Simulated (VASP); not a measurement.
A run of VASP 6.6.1 is set up as follows.

Contents of INCAR:

```
PREC = Accurate
ENCUT = 520
EDIFF = 1E-6
ISMEAR = 1
SIGMA = 0.1
LREAL = F
LASPH = T
NELM = 80
ALGO = Normal
ISIF = 2
LWAVE = F
LCHARG = F
GGA = PS
NBANDS = 16
```

KPOINTS

```
regular mesh
0
Gamma
  11 11 11
```

POSCAR

```
WC
1.0
    0.0000000000      2.1555087513      2.1555087513
    2.1555087513      0.0000000000      2.1555087513
    2.1555087513      2.1555087513      0.0000000000
W C
1 1
Direct
    0.0000000000      0.0000000000      0.0000000000
    0.5000000000      0.5000000000      0.5000000000
```

Potentials or basis: VASP PAW PBE potentials, release 64 (W_sv, C).

Launch:

```sh
$ cat potpaw_PBE.64/W_sv/POTCAR potpaw_PBE.64/C/POTCAR > POTCAR
$ mpirun -np 1 vasp_std > vasp.out
```

(1) Estimate the band gap on the k mesh.

(2) Predict the pressure.

## Answers

(1) zero (band 9 reaches 14.08 eV, above the bottom of band 10 at 10.76 eV).

(2) 11.1 GPa.

Caveat: the PAW data sets were made with another functional, which shifts forces and pressure a little; spin-orbit coupling is left out, which moves the levels of the heavy elements.
